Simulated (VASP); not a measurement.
Here is a VASP 6.6.1 calculation.

File POSCAR:

```
ZnS
1.0
    3.8067217484      0.0000000000      0.0000000000
   -1.9033608742      3.2967177392      0.0000000000
    0.0000000000      0.0000000000      6.2457351519
Zn S
2 2
Direct
    0.3333333333      0.6666666667      0.0053880718
    0.6666666667      0.3333333333      0.5053880718
    0.2860485534      0.6193818868      0.3796119282
    0.6666666667      0.3333333333      0.8796119282
```

INCAR.step1

```
PREC     = Accurate       # precision mode
ENCUT    = 520            # plane-wave cutoff, eV
ISMEAR   = 0              # smearing method
SIGMA    = 0.05           # smearing width, eV
LREAL    = F              # projectors in reciprocal space
LASPH    = T              # aspherical terms in the spheres
NELM     = 80             # most SCF steps
NBANDS   = 26             # bands
GGA      = PE             # functional
ALGO     = Normal         # electronic algorithm
EDIFF    = 1E-4           # SCF threshold, eV
LWAVE    = T              # write WAVECAR
LCHARG   = F              # write CHGCAR
```

File INCAR.step2:

```
PREC     = Accurate       # precision mode
ENCUT    = 520            # plane-wave cutoff, eV
EDIFF    = 1E-7           # SCF threshold, eV
ISMEAR   = 0              # smearing method
SIGMA    = 0.05           # smearing width, eV
LREAL    = F              # projectors in reciprocal space
LASPH    = T              # aspherical terms in the spheres
NELM     = 80             # most SCF steps
ALGO     = Normal         # electronic algorithm
ISIF     = 2              # what is computed and relaxed
LWAVE    = F              # write WAVECAR
LCHARG   = F              # write CHGCAR
METAGGA  = R2SCAN         # meta-GGA
LMIXTAU  = T            
NBANDS   = 26             # bands
ISTART   = 1
```

The input KPOINTS:

```
regular mesh
0
Gamma
  6 6 4
```

Potentials or basis: VASP PAW PBE potentials, release 64 (Zn, S).

Command:

```bash
$ cat potpaw_PBE.64/Zn/POTCAR potpaw_PBE.64/S/POTCAR > POTCAR
$ cp INCAR.step1 INCAR
$ mpirun -np 1 vasp_std > vasp.out
$ cp INCAR.step2 INCAR
$ mpirun -np 1 vasp_std > vasp.out
```

(1) Estimate the pressure.

(2) What does it give for the largest force?

Answers

(1) 0.6 GPa.

(2) 1.318 eV/Å.

Caveat: the cell differs from its parent crystal (atom 3 (S) moved +0.180 Å towards its neighbour atom 3 (S) at 3.807 Å); the PAW data sets were made with another functional, which shifts forces and pressure a little.
